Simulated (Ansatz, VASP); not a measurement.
**NaCl: VASP beside Ansatz**

```
Na Cl
1.0
     3.44715    0.00000    0.00000
     0.00000    3.44715    0.00000
     0.00000    0.00000    3.44715
Na Cl
1 1
Direct
  0.00000 0.00000 0.00000
  0.50000 0.50000 0.50000
```

Alike in both runs: functional PBEsol; k mesh 6 × 6 × 6; no spin polarisation.

Ansatz relaxed the structure, and its values are those at the end. VASP's run is a single point on that final structure, the one shown.

|  | VASP | Ansatz |
| --- | --- | --- |
| version | VASP 6.6.1 | Ansatz 0.2.0 |
| potentials or method | VASP PAW PBE potentials, release 64 (Na_pv, Cl), cutoff 520 eV | scalar-relativistic, plane waves, PAW |
| occupations | gaussian, width 0.01 eV | fixed |
| valence electrons in the cell | 14 | 16 |

|  | VASP | Ansatz | Ansatz less VASP |
| --- | --- | --- | --- |
| gap on the k mesh at the Fermi level (eV) | 3.99 | 3.99 | +0.004 |
| least direct gap on the mesh (eV) | 4.53 | 4.54 | +0.003 |
| pressure (GPa) | 0.0 | 0.0 | 0.00 |

VASP's potentials were made for PBE, not for PBEsol. VASP's potentials hold 14 valence electrons a cell and Ansatz's 16, so a difference there can come from the potentials and not from the codes.
